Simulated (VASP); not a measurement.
# Ge2Sb2Te5 (P-3m1) in VASP: relaxation of cell and atoms with PBE

Aim: the relaxation of cell and atoms of Ge2Sb2Te5 with PBE.

Program: VASP 6.6.1. These are calculated values, not measurements. Logs are shortened: lines on timing, memory, paths and dates and some standing lists are left out, and cuts for length are marked.

## (1) The cell of the first run

The structure is trigonal, space group P-3m1 (No. 164). Conventional cell: a = 4.268 Å, b = 4.268 Å, c = 18.005 Å, α = 90.00°, β = 90.00°, γ = 120.00°. Within 3.7 Å of Ge (site symmetry 3m) lie 6 Te at 2.84 to 3.32 Å. Within 4.0 Å of Sb (site symmetry 3m) lie 6 Te at 3.02 to 3.19 Å. Within 4.3 Å of Te (site symmetry -3m) lie 6 Sb at 3.19 Å and 6 Te at 4.27 Å. Within 4.0 Å of Te (site symmetry 3m) lie 3 Sb at 3.02 Å and 3 Ge at 3.32 Å. Te (site symmetry 3m) has 3 Ge at 2.84 Å within 3.7 Å.

## (2) Relaxation of cell and atoms, PBE

Contents of INCAR:

```
SYSTEM = Ge2Sb2Te5
PREC = Accurate ; ENCUT = 600
EDIFF = 1E-6 ; ISMEAR = 0
SIGMA = 0.1 ; LREAL = .FALSE.
LASPH = .TRUE. ; NELM = 80
ALGO = Fast ; ISIF = 3
LWAVE = .FALSE. ; LCHARG = .FALSE.
GGA = PE ; IBRION = 2
NSW = 100 ; EDIFFG = -0.01
```

Contents of KPOINTS:

```
regular mesh
0
G
  12 12 2
  0 0 0
```

Contents of POSCAR:

```
Ge2Sb2Te5
1.0
    4.2682975298      0.0000000000      0.0000000000
   -2.1341487649      3.6964540917      0.0000000000
    0.0000000000      0.0000000000     18.0054832434
Ge Sb Te
2 2 5
Direct
    0.0000000000      0.0000000000      0.3324758519
    0.0000000000      0.0000000000      0.6675241481
    0.3333333333      0.6666666667      0.1124286005
    0.6666666667      0.3333333333      0.8875713995
    0.0000000000      0.0000000000      0.0000000000
    0.3333333333      0.6666666667      0.7907980480
    0.6666666667      0.3333333333      0.2092019520
    0.3333333333      0.6666666667      0.4109389418
    0.6666666667      0.3333333333      0.5890610582
```

Potentials or basis: VASP PAW PBE potentials, release 64 (Ge_d, Sb, Te).

Run with:

```sh
$ cat potpaw_PBE.64/Ge_d/POTCAR potpaw_PBE.64/Sb/POTCAR potpaw_PBE.64/Te/POTCAR > POTCAR
$ mpirun -np 1 vasp_std > vasp.out
```

OUTCAR:

```text
SYSTEM = Ge2Sb2Te5
   PREC = Accurate
   ENCUT = 600
   EDIFF = 1E-6
   ISMEAR = 0
   LREAL = .FALSE.
   LASPH = .TRUE.
   NELM = 80
   ISIF = 3
   GGA = PE
   IBRION = 2
   NSW = 100
   EDIFFG = -0.01

 ion  position               nearest neighbor table
   1  0.000  0.000  0.332-   8 2.84   8 2.84   8 2.84
   2  0.000  0.000  0.668-   9 2.84   9 2.84   9 2.84
   3  0.333  0.667  0.112-   7 3.02   7 3.02   7 3.02   5 3.19   5 3.19   5 3.19
   4  0.667  0.333  0.888-   6 3.02   6 3.02   6 3.02   5 3.19   5 3.19   5 3.19
   5  0.000  0.000  0.000-   3 3.19   4 3.19   3 3.19   4 3.19   4 3.19   3 3.19
   6  0.333  0.667  0.791-   4 3.02   4 3.02   4 3.02
   7  0.667  0.333  0.209-   3 3.02   3 3.02   3 3.02
   8  0.333  0.667  0.411-   1 2.84   1 2.84   1 2.84
   9  0.667  0.333  0.589-   2 2.84   2 2.84   2 2.84

  LATTYP: Found a hexagonal cell.
 ALAT       =     4.2682975298
 C/A-ratio  =     4.2184227125

  Lattice vectors:

 A1 = (   4.2682975298,   0.0000000000,   0.0000000000)
 A2 = (  -2.1341487649,   3.6964540917,   0.0000000000)
 A3 = (   0.0000000000,   0.0000000000,  18.0054832434)

Analysis of symmetry for initial positions (statically):
=====================================================================
 Subroutine PRICEL returns:
 Original cell was already a primitive cell.

 Routine SETGRP: Setting up the symmetry group for a
 hexagonal supercell.

 Subroutine GETGRP returns: Found 12 space group operations
 (whereof 12 operations were pure point group operations)
 out of a pool of 24 trial point group operations.

The static configuration has the point symmetry D_3d.

Analysis of symmetry for dynamics (positions and initial velocities):
=====================================================================
 Subroutine PRICEL returns:
 Original cell was already a primitive cell.

 Routine SETGRP: Setting up the symmetry group for a
 hexagonal supercell.

 Subroutine GETGRP returns: Found 12 space group operations
 (whereof 12 operations were pure point group operations)
 out of a pool of 24 trial point group operations.

The dynamic configuration has the point symmetry D_3d.

 Subroutine INISYM returns: Found 12 space group operations
 (whereof 12 operations are pure point group operations),
 and found     1 'primitive' translations

----------------------------------------------------------------------------------------

                                     Primitive cell

  volume of cell :     284.0827

  direct lattice vectors                    reciprocal lattice vectors
     4.268297530  0.000000000  0.000000000     0.234285448  0.135264767  0.000000000
    -2.134148765  3.696454092  0.000000000     0.000000000  0.270529533  0.000000000
     0.000000000  0.000000000 18.005483243     0.000000000  0.000000000  0.055538637

  length of vectors
     4.268297530  4.268297530 18.005483243     0.270529533  0.270529533  0.055538637

  position of ions in fractional coordinates (direct lattice)
     0.000000000  0.000000000  0.332475852
     0.000000000  0.000000000  0.667524148
     0.333333333  0.666666667  0.112428601
     0.666666667  0.333333333  0.887571399
     0.000000000  0.000000000  0.000000000
     0.333333333  0.666666667  0.790798048
     0.666666667  0.333333333  0.209201952
     0.333333333  0.666666667  0.410938942
     0.666666667  0.333333333  0.589061058

  ion indices of the primitive-cell ions
   primitive index   ion index
                 1           1
                 2           2
                 3           3
                 4           4
                 5           5
                 6           6
                 7           7
[... 89 lines left out ...]
   ISMEAR =     0;   SIGMA  =   0.10  broadening in eV -4-tet -1-fermi 0-gaus
   EFERMI_NEDOS =   21; number of points for ismear=-14 and -15
   IALGO  =     68    algorithm
   IMIX   =      4    mixing-type and parameters
     AMIX     =   0.40;   BMIX     =  1.00
     AMIX_MAG =   1.60;   BMIX_MAG =  1.00
  volume/ion in A,a.u.               =      31.56       213.01
  Fermi-wavevector in a.u.,A,eV,Ry     =   1.016474  1.920857 14.057799  1.033219
  Thomas-Fermi vector in A             =   2.149820
   LORBIT       =      0    0 simple, 1 ext, 2 COOP (PROOUT), +10 PAW based schemes
   GGA     = PE    functional components
   LHFCALC =     F    Hartree Fock is set to
   AEXX    =    0.0000 exact exchange contribution
   IVDW    =     0    specifies the selected vdW correction
   LEPSILON=     F    determine dielectric tensor
   LRPA    =     F    only Hartree local field effects (RPA)
 conjugate gradient relaxation of ions
 non-spin polarized calculation
 RMM-DIIS sequential band-by-band and
 Gauss-broadening in eV      SIGMA  =   0.10
  energy-cutoff  :      600.00
  volume of cell :      284.08
 maximum number of plane-waves:      9557
 NGX is ok and might be reduce to    36
   NGX = 17   NGY = 17   NGZ = 71

--------------------------------------- Ionic step        1  -------------------------------------------

 number of electron      68.0000012 magnetization

 Free energy of the ion-electron system (eV)
  ---------------------------------------------------
  ext. energy  EPLUGINS =         0.00000000
  ---------------------------------------------------
  free energy    TOTEN  =       -33.85183360 eV

  energy without entropy =      -33.84685571  energy(sigma->0) =      -33.84934465

------------------------ aborting loop because EDIFF is reached ----------------------------------------

  FORCE on cell =-STRESS in cart. coord.  units (eV):
  Direction    XX          YY          ZZ          XY          YZ          ZX
  --------------------------------------------------------------------------------------
  -------------------------------------------------------------------------------------
  Total       -0.0384120     -0.0384120      0.1333747     -0.0000000     -0.0000000     -0.0000000
  in kB       -0.2166372     -0.2166372      0.7522104     -0.0000000     -0.0000000     -0.0000000
  external PRESSURE =       0.1063120 kB  Pullay stress =       0.0000000 kB

 VOLUME and BASIS-vectors are now :
 -----------------------------------------------------------------------------
  energy-cutoff  :      600.00
  volume of cell :      284.08
      direct lattice vectors                 reciprocal lattice vectors
     4.268297530  0.000000000  0.000000000     0.234285448  0.135264767  0.000000000
    -2.134148765  3.696454092  0.000000000     0.000000000  0.270529533  0.000000000
     0.000000000  0.000000000 18.005483243     0.000000000  0.000000000  0.055538637

 POSITION                                       TOTAL-FORCE (eV/Angst)
 -----------------------------------------------------------------------------------
      0.00000      0.00000      5.98639         0.000000      0.000000     -0.015658
      0.00000      0.00000     12.01909        -0.000000     -0.000000      0.015658
     -0.00000      2.46430      2.02433        -0.000000     -0.000000     -0.023144
      2.13415      1.23215     15.98115        -0.000000     -0.000000      0.023144
      0.00000      0.00000      0.00000        -0.000000     -0.000000     -0.000000
     -0.00000      2.46430     14.23870        -0.000000      0.000000     -0.020369
      2.13415      1.23215      3.76678        -0.000000     -0.000000      0.020369
     -0.00000      2.46430      7.39915        -0.000000      0.000000      0.017205
      2.13415      1.23215     10.60633         0.000000     -0.000000     -0.017205
 -----------------------------------------------------------------------------------
    total drift:                               -0.000000     -0.000000      0.000000

  FREE ENERGIE OF THE ION-ELECTRON SYSTEM (eV)
  ---------------------------------------------------
  free  energy   TOTEN  =       -33.8518336003 eV

  energy  without entropy=      -33.8468557086  energy(sigma->0) =      -33.84934465

--------------------------------------- Ionic step        2  -------------------------------------------

 number of electron      68.0000013 magnetization

 Free energy of the ion-electron system (eV)
  ---------------------------------------------------
  ext. energy  EPLUGINS =         0.00000000
  ---------------------------------------------------
  free energy    TOTEN  =       -33.85200248 eV

  energy without entropy =      -33.84701294  energy(sigma->0) =      -33.84950771

 E-fermi :   5.9355     XC(G=0):  -9.2091

 val. band max:        5.8571144421   @ k =   0.1667  -0.0000   0.0000
 cond. band min:       5.9388260089   @ k =   0.0833   0.0000   0.5000
 fundamental gap:      0.0817115668
 Fermi energy:         5.9354983969

 k-point     1 :       0.0000    0.0000    0.0000
  band No.  band energies     occupation
      1     -18.9466      2.00000
      2     -18.9466      2.00000
      3     -18.9466      2.00000
      4     -18.9466      2.00000
      5     -18.9353      2.00000
      6     -18.9353      2.00000
[... 1021 lines left out ...]
     39       7.8815      0.00000
     40       8.0136      0.00000

 [... further k-points ...]
[... 5 lines left out ...]
  --------------------------------------------------------------------------------------
  -------------------------------------------------------------------------------------
  Total       -0.0768634     -0.0768634      0.0288622     -0.0000000      0.0000000      0.0000000
  in kB       -0.4333650     -0.4333650      0.1627288     -0.0000000      0.0000000      0.0000000
  external PRESSURE =      -0.2346671 kB  Pullay stress =       0.0000000 kB

 VOLUME and BASIS-vectors are now :
 -----------------------------------------------------------------------------
  energy-cutoff  :      600.00
  volume of cell :      284.17
      direct lattice vectors                 reciprocal lattice vectors
     4.267418688  0.000000000 -0.000000000     0.234333697  0.135292623  0.000000000
    -2.133709344  3.695692993  0.000000000    -0.000000000  0.270585247  0.000000000
     0.000000000 -0.000000000 18.018355866     0.000000000  0.000000000  0.055498959

 POSITION                                       TOTAL-FORCE (eV/Angst)
 -----------------------------------------------------------------------------------
      0.00000     -0.00000      5.98991        -0.000000      0.000000     -0.003321
      2.13371      3.69569     12.02844         0.000000     -0.000000      0.003321
     -0.00000      2.46380      2.02466        -0.000000      0.000000     -0.009023
      2.13371      1.23190     15.99369         0.000000     -0.000000      0.009023
      2.13371      3.69569     18.01836         0.000000      0.000000      0.000000
     -0.00000      2.46380     14.24790        -0.000000      0.000000     -0.005801
      2.13371      1.23190      3.77046         0.000000     -0.000000      0.005801
     -0.00000      2.46380      7.40527         0.000000     -0.000000      0.005616
      2.13371      1.23190     10.61308        -0.000000      0.000000     -0.005616
 -----------------------------------------------------------------------------------
    total drift:                                0.000000      0.000000      0.000000

  FREE ENERGIE OF THE ION-ELECTRON SYSTEM (eV)
  ---------------------------------------------------
  free  energy   TOTEN  =       -33.8520024832 eV

  energy  without entropy=      -33.8470129381  energy(sigma->0) =      -33.84950771

 reached required accuracy - stopping structural energy minimisation
```

Run time: 16 min. Hardware: 1 thread of Oxide Virtual Turin-like, shared host; peak memory 0.73 GiB.

Results:

- Free energy: -33.8520 eV
- Relaxed volume: 31.57 Å³/atom
- Relaxed cell: a = 4.267 Å, b = 4.267 Å, c = 18.018 Å, α = 90.00°, β = 90.00°, γ = 120.00°
- Space group after relaxing (to 0.1 Å): P-3m1 (No. 164)
- Energy gained by relaxing: 0.0 meV/atom
- Ionic steps: 2
- Pressure after relaxing: 0.0 GPa
- Largest force after relaxing: 0.009 eV/Å

Forces in eV/Å, atoms in the order of the input:
```
Ge   0.000  0.000 -0.003
Ge   0.000  0.000  0.003
Sb   0.000  0.000 -0.009
Sb   0.000  0.000  0.009
Te   0.000  0.000  0.000
Te   0.000  0.000 -0.006
Te   0.000  0.000  0.006
Te   0.000  0.000  0.006
Te   0.000  0.000 -0.006
```

The path:
```csv
step,energy change (eV),largest force (eV/Å),pressure (GPa),volume (Å³)
1,0.0000,0.0231,0.01,284.08
2,-0.0002,0.0090,-0.02,284.17
```

Final structure:
```
Ge Sb Te
1.0
     4.26742    0.00000    0.00000
    -2.13371    3.69569    0.00000
     0.00000    0.00000   18.01836
Ge Sb Te
2 2 5
Direct
  0.00000 0.00000 0.33243
  0.00000 0.00000 0.66757
  0.33333 0.66667 0.11237
  0.66667 0.33333 0.88763
  0.00000 0.00000 0.00000
  0.33333 0.66667 0.79074
  0.66667 0.33333 0.20926
  0.33333 0.66667 0.41099
  0.66667 0.33333 0.58901
```

Caveat: spin-orbit coupling is left out, which moves the levels of the heavy elements; this functional lacks dispersion, which binds the layers, so the pressure and a relaxed spacing across them are unreliable.
